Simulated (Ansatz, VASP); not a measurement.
**Two plane-wave programs on Si**

```xyz
6
Lattice="2.7349 -2.7349 0.0000 2.7349 0.0000 -2.7349 5.4698 5.4698 5.4698" Properties=species:S:1:pos:R:3 pbc="T T T"
Si    8.2046    2.7349    2.7349
Si    5.4698    0.0000    2.7349
Si    2.7349    0.0000    0.0000
Si    4.1023   -1.3674   -1.3674
Si    9.5721    1.3674    1.3674
Si    4.1023    1.3674    1.3674
```

Alike in both runs: task single point; functional PBE; k mesh 8 × 8 × 3; occupations gaussian, width 0.05 eV; no spin polarisation.

```csv
,VASP,Ansatz
version,VASP 6.6.1,Ansatz 0.2.0
potentials or method,"VASP PAW PBE potentials, release 64 (Si), cutoff 520 eV","scalar-relativistic, plane waves, PAW"
valence electrons in the cell,24,24
```

|  | VASP | Ansatz | Ansatz less VASP |
| --- | --- | --- | --- |
| gap on the k mesh at the Fermi level (eV) | 0.72 | 0.72 | -0.003 |
| least direct gap on the mesh (eV) | 1.69 | 1.69 | -0.005 |
| pressure (GPa) | -0.1 | 0.0 | +0.08 |

The functional is the same, so the differences come from potentials, cutoffs and numerics.
